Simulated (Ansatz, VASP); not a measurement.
## Mo in VASP and in Ansatz

```
Mo
1.0
    -1.56473    1.56473    1.56473
     1.56473   -1.56473    1.56473
     1.56473    1.56473   -1.56473
Mo
1
Cartesian
  0.0000 0.0000 0.0000
```

Alike in both runs: functional PBEsol; k mesh 18 × 18 × 18; occupations gaussian, width 0.1 eV; no spin polarisation.

Ansatz relaxed the structure, and its values are those at the end. VASP's run is a single point on that final structure, the one shown.

|  | VASP | Ansatz |
| --- | --- | --- |
| version | VASP 6.6.1 | Ansatz 0.2.0 |
| potentials or method | VASP PAW PBE potentials, release 64 (Mo_sv), cutoff 520 eV | scalar-relativistic, plane waves, PAW |
| valence electrons in the cell | 14 | 14 |

Ansatz gave:

```
gap on the k mesh at the Fermi level (eV) : none
pressure (GPa)                            : 0.0
```

Q: What did VASP give for the same quantities?

A: gap on the k mesh at the Fermi level (eV): none; pressure (GPa): 0.5.

VASP's potentials were made for PBE, not for PBEsol, and Ansatz warns of the same on its side. A gap of «none» marks a metal or a gap that the smearing closes. With one functional, cell and mesh, what is left measures potentials, basis and numerics.
